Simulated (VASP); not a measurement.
## MgTe4: relaxation of cell and atoms with PBE

Crystal: MgTe4.

```xyz
5
Lattice="5.7878 0.0000 0.0000 0.0000 5.7878 0.0000 0.0000 0.0000 5.7878" Properties=species:S:1:pos:R:3 pbc="T T T"
Mg    0.0000    0.0000    0.0000
Te    2.8939    2.8939    2.8939
Te    0.0000    2.8939    2.8939
Te    2.8939    0.0000    2.8939
Te    2.8939    2.8939    0.0000
```

The cell was built from a structure type or drawn by symmetry, and may not be a known phase.

```json
{
  "Program": "VASP 6.6.1",
  "Task": "relaxation of cell and atoms",
  "Functional": "PBE",
  "Potentials or basis": "VASP PAW PBE potentials, release 64 (Mg, Te)",
  "Cutoff": "600 eV",
  "k mesh": "8 × 8 × 8",
  "Occupations": "gaussian, width 0.1 eV",
  "Spin": "no spin polarisation",
  "Dipole correction": "no",
  "Further INCAR settings": "ALGO = Normal; EDIFF = 1e-06; IBRION = 2; EDIFFG = -0.01; NSW = 100; ISIF = 3"
}
```

```yaml
Relaxed_volume: 38.20 Å³/atom
Relaxed_cell: a = 5.759 Å, b = 5.759 Å, c = 5.759 Å, α = 90.00°, β = 90.00°, γ = 90.00°
Space_group_after_relaxing_to_0.1_Å: Pm-3m (No. 221)
Energy_gained_by_relaxing: 0.7 meV/atom
Ionic_steps: 2
Pressure_after_relaxing: 0.0 GPa
Band_gap_on_the_k_mesh: zero (bands 13 and 14 overlap by 0.87 eV)
```

The path:
```tsv
step	energy change (eV)	largest force (eV/Å)	pressure (GPa)	volume (Å³)
1	0.0000	0.0000	-0.43	193.88
2	-0.0037	0.0000	0.04	190.98
```

Final structure:
```cif
data_structure
_symmetry_space_group_name_H-M 'P 1'
_symmetry_Int_Tables_number 1
_cell_length_a 5.7587
_cell_length_b 5.7587
_cell_length_c 5.7587
_cell_angle_alpha 90.000
_cell_angle_beta 90.000
_cell_angle_gamma 90.000
_cell_volume 190.98
loop_
_atom_site_label
_atom_site_type_symbol
_atom_site_fract_x
_atom_site_fract_y
_atom_site_fract_z
_atom_site_occupancy
Mg1 Mg 0.00000 0.00000 0.00000 1
Te1 Te 0.50000 0.50000 0.50000 1
Te2 Te 0.00000 0.50000 0.50000 1
Te3 Te 0.50000 0.00000 0.50000 1
Te4 Te 0.50000 0.50000 0.00000 1
```

Levels at points of the mesh, in eV from the Fermi level:
```csv
k point,band 10,band 11,band 12,band 13,band 14,band 15,band 16,band 17
"(0.00, 0.00, 0.00)",-0.90,-0.77,-0.67,-0.67,-0.67,3.88,3.88,3.88
"(0.50, 0.00, 0.00)",-1.15,-1.07,-0.70,-0.70,-0.70,1.67,2.65,3.89
"(0.50, 0.50, 0.00)",-1.38,-1.20,-0.58,-0.58,-0.11,0.44,0.47,2.79
"(0.50, 0.50, 0.50)",-1.22,-1.18,-1.18,-0.93,0.50,0.50,0.50,0.50
```

It took 4.3 min on 1 thread of AMD EPYC 7R13, on a shared host, peak memory 0.39 GiB.

Caveat: spin-orbit coupling is left out, which moves the levels of the heavy elements.
